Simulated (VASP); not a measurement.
Input of a VASP 6.6.1 run:

INCAR

```
SYSTEM = Mg3Sb2
ALGO = Normal
EDIFF = 1E-7
EDIFFG = -0.005
ENCUT = 600
GGA = PE
GGA_COMPAT = .False.
IBRION = 2
ISIF = 3
ISMEAR = 0
IVDW = 12
LASPH = .True.
LCHARG = .False.
LREAL = .False.
LWAVE = .False.
NELM = 120
NELMIN = 4
NSW = 70
PREC = Accurate
SIGMA = 0.01
```

The input KPOINTS:

```
k-points
0
Gamma
  9 9 6
  0 0 0
```

File POSCAR:

```
Mg3Sb2
1.0
    4.5952433795      0.0000000000      0.0000000000
   -2.2976216898      3.9795975032      0.0000000000
    0.0000000000      0.0000000000      7.2730418868
Mg Sb
3 2
Direct
    0.3333333333      0.6666666667      0.6322157793
    0.6666666667      0.3333333333      0.3677842207
    0.0000000000      0.0000000000      0.0000000000
    0.3333333333      0.6666666667      0.2257195762
    0.6666666667      0.3333333333      0.7742804238
```

Potentials or basis: VASP PAW PBE potentials, release 64 (Mg, Sb).

The run is started by

```sh
$ cat potpaw_PBE.64/Mg/POTCAR potpaw_PBE.64/Sb/POTCAR > POTCAR
$ mpirun -np 1 vasp_std > vasp.out
```

Task: What does it give for the space group after relaxing (to 0.05 Å)?

Result: P-3m1 (No. 164).

Task: Predict the relaxed volume.

Result: 25.29 Å³/atom.

Final structure:
```yaml
crystal:
  lattice:
    - [4.52107, 0.00000, 0.00000]
    - [-2.26054, 3.91536, 0.00000]
    - [0.00000, 0.00000, 7.14366]
  atoms:
    - { symbol: Mg, position: [0.33333, 0.66667, 0.63125] }
    - { symbol: Mg, position: [0.66667, 0.33333, 0.36875] }
    - { symbol: Mg, position: [0.00000, 0.00000, 0.00000] }
    - { symbol: Sb, position: [0.33333, 0.66667, 0.22288] }
    - { symbol: Sb, position: [0.66667, 0.33333, 0.77712] }
```
